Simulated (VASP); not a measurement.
# CoO (Fm-3m) in VASP: a series of runs

The runs below take CoO through single point, with PBE.

Everything below comes from runs of VASP 6.6.1. Logs are shortened: lines on timing, memory, paths and dates and some standing lists are left out, and cuts for length are marked.

## (1) The cell of the first run

Symmetry: Fm-3m, No. 225, cubic system. Conventional cell: a = 4.102 Å, b = 4.102 Å, c = 4.102 Å, α = 90.00°, β = 90.00°, γ = 90.00°. Co (site symmetry m-3m) has 6 O at 2.05 Å within 2.7 Å. O (site symmetry m-3m) has 6 Co at 2.05 Å within 2.7 Å.

## (2) Single point, PBE

INCAR

```
SYSTEM = CoO
ALGO = Normal
EDIFF = 1E-6
ENCUT = 520
GGA = PE
ISIF = 2
ISMEAR = 0
LASPH = .True.
LCHARG = .True.
LELF = .True.
LREAL = .False.
LVHAR = .True.
LWAVE = .False.
NBANDS = 14
NELM = 80
PREC = Accurate
SIGMA = 0.05
```

KPOINTS

```
k-points
0
Gamma
  14 14 14
  0 0 0
```

POSCAR

```
CoO
1.0
    0.0000000000      2.0508950807      2.0508950807
    2.0508950807      0.0000000000      2.0508950807
    2.0508950807      2.0508950807      0.0000000000
Co O
1 1
Direct
    0.0000000000      0.0000000000      0.0000000000
    0.5000000000      0.5000000000      0.5000000000
```

Potentials or basis: VASP PAW PBE potentials, release 64 (Co, O).

Command:

```console
> cat potpaw_PBE.64/Co/POTCAR potpaw_PBE.64/O/POTCAR > POTCAR
> mpirun -np 1 vasp_std > vasp.out
```

OUTCAR:

```text
SYSTEM = CoO
   EDIFF = 1E-6
   ENCUT = 520
   GGA = PE
   ISIF = 2
   ISMEAR = 0
   LASPH = .True.
   LREAL = .False.
   NELM = 80
   PREC = Accurate

 ion  position               nearest neighbor table
   1  0.000  0.000  0.000-   2 2.05   2 2.05   2 2.05   2 2.05   2 2.05   2 2.05
   2  0.500  0.500  0.500-   1 2.05   1 2.05   1 2.05   1 2.05   1 2.05   1 2.05

  LATTYP: Found a face centered cubic cell.
 ALAT       =     4.1017901614

  Lattice vectors:

 A1 = (   0.0000000000,   2.0508950807,   2.0508950807)
 A2 = (   2.0508950807,   0.0000000000,   2.0508950807)
 A3 = (   2.0508950807,   2.0508950807,   0.0000000000)

Analysis of symmetry for initial positions (statically):
=====================================================================
 Subroutine PRICEL returns:
 Original cell was already a primitive cell.

 Routine SETGRP: Setting up the symmetry group for a
 face centered cubic supercell.

 Subroutine GETGRP returns: Found 48 space group operations
 (whereof 48 operations were pure point group operations)
 out of a pool of 48 trial point group operations.

The static configuration has the point symmetry O_h .

Analysis of symmetry for dynamics (positions and initial velocities):
=====================================================================
 Subroutine PRICEL returns:
 Original cell was already a primitive cell.

 Routine SETGRP: Setting up the symmetry group for a
 face centered cubic supercell.

 Subroutine GETGRP returns: Found 48 space group operations
 (whereof 48 operations were pure point group operations)
 out of a pool of 48 trial point group operations.

The dynamic configuration has the point symmetry O_h .

 Subroutine INISYM returns: Found 48 space group operations
 (whereof 48 operations are pure point group operations),
 and found     1 'primitive' translations

----------------------------------------------------------------------------------------

                                     Primitive cell

  volume of cell :      17.2528

  direct lattice vectors                    reciprocal lattice vectors
     0.000000000  2.050895081  2.050895081    -0.243795992  0.243795992  0.243795992
     2.050895081  0.000000000  2.050895081     0.243795992 -0.243795992  0.243795992
     2.050895081  2.050895081  0.000000000     0.243795992  0.243795992 -0.243795992

  length of vectors
     2.900403638  2.900403638  2.900403638     0.422267044  0.422267044  0.422267044

  position of ions in fractional coordinates (direct lattice)
     0.000000000  0.000000000  0.000000000
     0.500000000  0.500000000  0.500000000

  ion indices of the primitive-cell ions
   primitive index   ion index
                 1           1
                 2           2

----------------------------------------------------------------------------------------

 KPOINTS: k-points

Automatic generation of k-mesh.
 Grid dimensions read from file:
 generate k-points for:   14   14   14

 Generating k-lattice:

  Cartesian coordinates                     Fractional coordinates (reciprocal lattice)
    -0.017413999  0.017413999  0.017413999     0.071428571  0.000000000  0.000000000
     0.017413999 -0.017413999  0.017413999     0.000000000  0.071428571  0.000000000
     0.017413999  0.017413999 -0.017413999     0.000000000  0.000000000  0.071428571

  Length of vectors
     0.030161932  0.030161932  0.030161932

  Shift w.r.t. Gamma in fractional coordinates (k-lattice)
     0.000000000  0.000000000  0.000000000

 Subroutine IBZKPT returns following result:
 ===========================================

 Found    104 irreducible k-points:

 Following reciprocal coordinates:
            Coordinates               Weight
  0.000000  0.000000  0.000000      1.000000
  0.071429  0.000000  0.000000      8.000000
  0.142857  0.000000  0.000000      8.000000
  0.214286  0.000000  0.000000      8.000000
  0.285714  0.000000  0.000000      8.000000
  0.357143  0.000000  0.000000      8.000000
[... 16 lines left out ...]
  0.214286  0.142857  0.000000     24.000000
  0.285714  0.142857  0.000000     24.000000
 [... further k-points ...]
   k-points           NKPTS =    104   k-points in BZ     NKDIM =    104   number of bands    NBANDS=     14
   number of dos      NEDOS =    301   number of ions     NIONS =      2
   total plane-waves  NPLWV =  13824
   dimension x,y,z NGX =    24 NGY =   24 NGZ =   24
   dimension x,y,z NGXF=    48 NGYF=   48 NGZF=   48
   ions per type =               1   1
   NGX,Y,Z   is equivalent  to a cutoff of  13.76, 13.76, 13.76 a.u.
   NGXF,Y,Z  is equivalent  to a cutoff of  27.51, 27.51, 27.51 a.u.
 SYSTEM =  CoO
   PREC   = accura    normal or accurate (medium, high low for compatibility)
   ISTART =      0    job   : 0-new  1-cont  2-samecut
   ICHARG =      2    charge: 1-file 2-atom 10-const
   ISPIN  =      1    spin polarized calculation?
   LNONCOLLINEAR =      F non collinear calculations
   LSORBIT =      F    spin-orbit coupling
   LASPH  =      T    aspherical Exc in radial PAW
   ENCUT  =  520.0 eV  38.22 Ry    6.18 a.u.   5.39  5.39  5.39*2*pi/ulx,y,z
   NELM   =     80;   NELMIN=  2; NELMDL= -5     # of ELM steps
   EDIFF  = 0.1E-05   stopping-criterion for ELM
   LREAL  =      F    real-space projection
   EDIFFG = 0.1E-04   stopping-criterion for IOM
   NSW    =      0    number of steps for IOM
   IBRION =     -1    ionic relax: 0-MD 1-quasi-New 2-CG
   NFREE  =      0    steps in history (QN), initial steepest desc. (CG)
   ISIF   =      2    stress and relaxation
   ISYM   =      2    0-nonsym 1-usesym 2-fastsym
   POTIM  = 0.5000    time-step for ionic-motion
   TEBEG  =    0.0;   TEEND  =   0.0 temperature during run
   PSTRESS=    0.0 pullay stress
   NELECT =      15.0000    total number of electrons
   NUPDOWN=      -1.0000    fix difference up-down
   EMIN   =  10.00;   EMAX   =-10.00  energy-range for DOS
   EFERMI =   0.00;   METHOD = LEGACY
   ISMEAR =     0;   SIGMA  =   0.05  broadening in eV -4-tet -1-fermi 0-gaus
   EFERMI_NEDOS =   21; number of points for ismear=-14 and -15
   IALGO  =     38    algorithm
   IMIX   =      4    mixing-type and parameters
     AMIX     =   0.40;   BMIX     =  1.00
     AMIX_MAG =   1.60;   BMIX_MAG =  1.00
  volume/ion in A,a.u.               =       8.63        58.21
  Fermi-wavevector in a.u.,A,eV,Ry     =   1.562494  2.952686 33.217111  2.441389
  Thomas-Fermi vector in A             =   2.665405
   LORBIT       =      0    0 simple, 1 ext, 2 COOP (PROOUT), +10 PAW based schemes
   GGA     = PE    functional components
   LHFCALC =     F    Hartree Fock is set to
   AEXX    =    0.0000 exact exchange contribution
   IVDW    =     0    specifies the selected vdW correction
   LEPSILON=     F    determine dielectric tensor
   LRPA    =     F    only Hartree local field effects (RPA)
 non-spin polarized calculation
 Gauss-broadening in eV      SIGMA  =   0.05
  energy-cutoff  :      520.00
  volume of cell :       17.25
 maximum number of plane-waves:       487
 NGX is ok and might be reduce to    24
   NGX = 11   NGY = 11   NGZ = 11

 number of electron      15.0000002 magnetization

 Free energy of the ion-electron system (eV)
  ---------------------------------------------------
  ext. energy  EPLUGINS =         0.00000000
  ---------------------------------------------------
  free energy    TOTEN  =       -12.71824231 eV

  energy without entropy =      -12.71567128  energy(sigma->0) =      -12.71695679

 E-fermi :   9.4625     XC(G=0): -13.0844

 val. band max:        9.4571405370   @ k =  -0.2857   0.2857   0.0000
 cond. band min:       9.4643743590   @ k =  -0.4286   0.4286   0.0000
 fundamental gap:      0.0072338220
 Fermi energy:         9.4625433600

 k-point     1 :       0.0000    0.0000    0.0000
  band No.  band energies     occupation
      1     -11.9668      2.00000
      2       5.6158      2.00000
      3       5.6158      2.00000
      4       5.6158      2.00000
      5       7.7320      2.00000
      6       7.7320      2.00000
      7       7.7320      2.00000
      8       8.1952      2.00000
      9       8.1953      2.00000
     10      11.3590      0.00000
     11      26.8100      0.00000
     12      28.9927      0.00000
     13      28.9927      0.00000
     14      28.9927      0.00000

 k-point     2 :       0.0714    0.0000    0.0000
  band No.  band energies     occupation
      1     -11.9046      2.00000
      2       5.1861      2.00000
      3       5.3885      2.00000
      4       5.3885      2.00000
      5       7.7990      2.00000
      6       7.7990      2.00000
      7       7.8453      2.00000
      8       8.4351      2.00000
      9       8.4352      2.00000
     10      11.6985      0.00000
     11      25.9437      0.00000
     12      28.8560      0.00000
     13      28.8560      0.00000
     14      29.4702      0.00000

 k-point     3 :       0.1429    0.0000    0.0000
  band No.  band energies     occupation
      1     -11.7247      2.00000
      2       4.2271      2.00000
      3       4.8987      2.00000
      4       4.8987      2.00000
      5       7.9501      2.00000
      6       7.9501      2.00000
      7       8.0472      2.00000
      8       9.0006      2.00000
      9       9.0007      2.00000
     10      12.5249      0.00000
     11      24.3768      0.00000
     12      28.2752      0.00000
     13      28.2752      0.00000
     14      30.0735      0.00000

 k-point     4 :       0.2143    0.0000    0.0000
  band No.  band energies     occupation
      1     -11.4513      2.00000
      2       3.1224      2.00000
      3       4.3723      2.00000
      4       4.3723      2.00000
      5       8.1571      2.00000
      6       8.1571      2.00000
      7       8.2733      2.00000
      8       9.6593      0.00000
      9       9.6594      0.00000
     10      13.5035      0.00000
     11      22.7893      0.00000
     12      27.2048      0.00000
     13      27.2048      0.00000
     14      30.5503      0.00000

 k-point     5 :       0.2857    0.0000    0.0000
  band No.  band energies     occupation
      1     -11.1252      2.00000
      2       2.0720      2.00000
      3       3.9100      2.00000
      4       3.9100      2.00000
      5       8.3912      2.00000
      6       8.3912      2.00000
      7       8.5382      2.00000
      8      10.2828      0.00000
      9      10.2829      0.00000
     10      14.3602      0.00000
     11      21.4576      0.00000
[... 276 lines left out ...]
 k-point    22 :       0.1429    0.1429    0.0000
  band No.  band energies     occupation
      1     -11.6554      2.00000
      2       3.6831      2.00000
      3       5.0992      2.00000
      4       5.0992      2.00000
      5       7.4742      2.00000
      6       8.2899      2.00000
      7       8.3776      2.00000
      8       8.3776      2.00000
      9       9.1764      2.00000
     10      13.0899      0.00000
     11      24.6969      0.00000
     12      27.5588      0.00000
     13      27.5588      0.00000
     14      28.0148      0.00000

 k-point    23 :       0.2143    0.1429    0.0000
  band No.  band energies     occupation
      1     -11.4657      2.00000
      2       3.0567      2.00000
      3       4.7177      2.00000
      4       4.8084      2.00000
      5       7.4671      2.00000
      6       8.3589      2.00000
      7       8.5809      2.00000
      8       8.7553      2.00000
      9       9.5212      0.09688
     10      13.9145      0.00000
     11      23.7692      0.00000
     12      26.0944      0.00000
     13      27.0617      0.00000
     14      28.0315      0.00000

 k-point    24 :       0.2857    0.1429    0.0000
  band No.  band energies     occupation
      1     -11.2041      2.00000
      2       2.3929      2.00000
      3       4.1362      2.00000
      4       4.3953      2.00000
      5       7.6249      2.00000
      6       8.5403      2.00000
      7       8.7645      2.00000
      8       9.2452      2.00000
      9      10.0108      0.00000
     10      14.7789      0.00000
     11      22.4308      0.00000
     12      24.7639      0.00000
     13      26.4192      0.00000
     14      28.8403      0.00000

 [... further k-points ...]
[... 5 lines left out ...]
  --------------------------------------------------------------------------------------
  -------------------------------------------------------------------------------------
  Total        0.0127428      0.0127428      0.0127428      0.0000000      0.0000000     -0.0000000
  in kB        1.1833518      1.1833518      1.1833518      0.0000000      0.0000000     -0.0000000
  external PRESSURE =       1.1833518 kB  Pullay stress =       0.0000000 kB

 VOLUME and BASIS-vectors are now :
 -----------------------------------------------------------------------------
  energy-cutoff  :      520.00
  volume of cell :       17.25
      direct lattice vectors                 reciprocal lattice vectors
     0.000000000  2.050895081  2.050895081    -0.243795992  0.243795992  0.243795992
     2.050895081  0.000000000  2.050895081     0.243795992 -0.243795992  0.243795992
     2.050895081  2.050895081  0.000000000     0.243795992  0.243795992 -0.243795992

 POSITION                                       TOTAL-FORCE (eV/Angst)
 -----------------------------------------------------------------------------------
      0.00000      0.00000      0.00000        -0.000000      0.000000      0.000000
      2.05090      2.05090      2.05090         0.000000     -0.000000     -0.000000
 -----------------------------------------------------------------------------------
    total drift:                                0.000000     -0.000000     -0.000000

  FREE ENERGIE OF THE ION-ELECTRON SYSTEM (eV)
  ---------------------------------------------------
  free  energy   TOTEN  =       -12.7182423082 eV

  energy  without entropy=      -12.7156712802  energy(sigma->0) =      -12.71695679
```

It took 21 s on 1 thread of Intel Xeon 6975P-C, shared host; peak memory 0.16 GiB.

What came out:

- Free energy: -12.7182 eV
- Pressure: 0.1 GPa

Caveat: an odd number of electrons without spin polarisation forces a metal; a magnetic or distorted state may lie lower; the run has no spin polarisation, though such a crystal can be magnetic; semilocal functionals often make such compounds metallic where correlation or magnetic order opens a gap, which also shifts bond lengths. With open d or f shells a metallic result of PBE can be an artefact of self-interaction; +U or a hybrid may open a gap.

## (3) Single point, PBE (volume scaled by 1.020)

INCAR

```
SYSTEM = CoO
PREC = Accurate
ENCUT = 520
EDIFF = 1E-7
ISMEAR = 0
SIGMA = 0.05
LREAL = .False.
LASPH = .True.
NELM = 60
ALGO = Normal
ISIF = 2
LWAVE = .False.
LCHARG = .False.
GGA = PE
NBANDS = 14
```

KPOINTS

```
regular mesh
0
Gamma
  14 14 14
  0 0 0
```

POSCAR

```
CoO
1.0
    0.0000000000      2.0644775632      2.0644775632
    2.0644775632      0.0000000000      2.0644775632
    2.0644775632      2.0644775632      0.0000000000
Co O
1 1
Direct
    0.0000000000      0.0000000000      0.0000000000
    0.5000000000      0.5000000000      0.5000000000
```

Potentials or basis: VASP PAW PBE potentials, release 64 (Co, O).

Command:

```console
> cat potpaw_PBE.64/Co/POTCAR potpaw_PBE.64/O/POTCAR > POTCAR
> mpirun -np 1 vasp_std > vasp.out
```

Run time: 25 s. Hardware: 1 thread of Intel Xeon 6975P-C, shared host; peak memory 0.16 GiB.

It converged, with:

```yaml
Free_energy: -12.7141 eV
Pressure: -4.2 GPa
```

Levels at points of the mesh, in eV from the Fermi level:
```tsv
k point	band 5	band 6	band 7	band 8	band 9	band 10	band 11	band 12
(0.00, 0.00, 0.00)	-1.66	-1.66	-1.66	-1.21	-1.21	1.79	17.30	19.38
(0.50, 0.00, 0.00)	-0.61	-0.61	-0.28	1.75	1.75	5.52	10.49	14.52
(0.50, 0.50, 0.00)	-2.91	-0.72	-0.27	-0.27	-0.09	7.14	10.47	12.79
```

Caveat: an odd number of electrons without spin polarisation forces a metal; a magnetic or distorted state may lie lower; the run has no spin polarisation, though such a crystal can be magnetic; semilocal functionals often make such compounds metallic where correlation or magnetic order opens a gap, which also shifts bond lengths.

## (4) Single point, PBE (volume scaled by 1.040)

INCAR

```
PREC = Accurate
ENCUT = 520
EDIFF = 1E-6
ISMEAR = 0
SIGMA = 0.05
LREAL = F
LASPH = T
NELM = 80
ALGO = Normal
ISIF = 2
LWAVE = F
LCHARG = F
GGA = PE
NBANDS = 14
```

KPOINTS

```
Automatic mesh
0
Gamma
  14 14 14
```

POSCAR

```
CoO
1.0
    0.0000000000      2.0778836373      2.0778836373
    2.0778836373      0.0000000000      2.0778836373
    2.0778836373      2.0778836373      0.0000000000
Co O
1 1
Direct
    0.0000000000      0.0000000000      0.0000000000
    0.5000000000      0.5000000000      0.5000000000
```

Command:

```console
> cat potpaw_PBE.64/Co/POTCAR potpaw_PBE.64/O/POTCAR > POTCAR
> mpirun -np 1 vasp_std > vasp.out
```

It used 13 s of CPU time on 1 thread of Intel Xeon 6975P-C (shared host).

The run converged. Its results:

```yaml
Free_energy: -12.7013 eV
Pressure: -7.9 GPa
```

Levels at points of the mesh, in eV from the Fermi level:
| k point | band 4 | band 5 | band 6 | band 7 | band 8 | band 9 | band 10 | band 11 | band 12 | band 13 |
| --- | --- | --- | --- | --- | --- | --- | --- | --- | --- | --- |
| (0.00, 0.00, 0.00) | -3.66 | -1.59 | -1.59 | -1.59 | -1.16 | -1.16 | 1.69 | 17.26 | 19.23 | 19.23 |
| (0.50, 0.00, 0.00) | -5.88 | -0.58 | -0.58 | -0.26 | 1.71 | 1.71 | 5.49 | 10.31 | 14.40 | 14.40 |
| (0.50, 0.50, 0.00) | -4.89 | -2.79 | -0.69 | -0.25 | -0.25 | -0.10 | 7.01 | 10.36 | 12.70 | 16.96 |

Caveat: an odd number of electrons without spin polarisation forces a metal; a magnetic or distorted state may lie lower; the run has no spin polarisation, though such a crystal can be magnetic; semilocal functionals often make such compounds metallic where correlation or magnetic order opens a gap, which also shifts bond lengths.

## (5) Summary

```tsv
cell	gap on the mesh (eV)	pressure (GPa)
a = 2.900 Å, angles 60.0°, 2 atoms	none	0.1
a = 2.920 Å, angles 60.0°, 2 atoms	none	-4.2
a = 2.939 Å, angles 60.0°, 2 atoms	none	-7.9
```

Alike in all rows: task single point; level PBE; potentials or basis VASP PAW PBE potentials, release 64 (Co, O); no spin polarisation; k mesh 14 × 14 × 14; cutoff (eV) 520; smearing gaussian 0.05 eV.

Caveats: an odd number of electrons without spin polarisation forces a metal; a magnetic or distorted state may lie lower; the run has no spin polarisation, though such a crystal can be magnetic; semilocal functionals often make such compounds metallic where correlation or magnetic order opens a gap, which also shifts bond lengths.

Absolute energies hang on the potentials; compare differences alone.
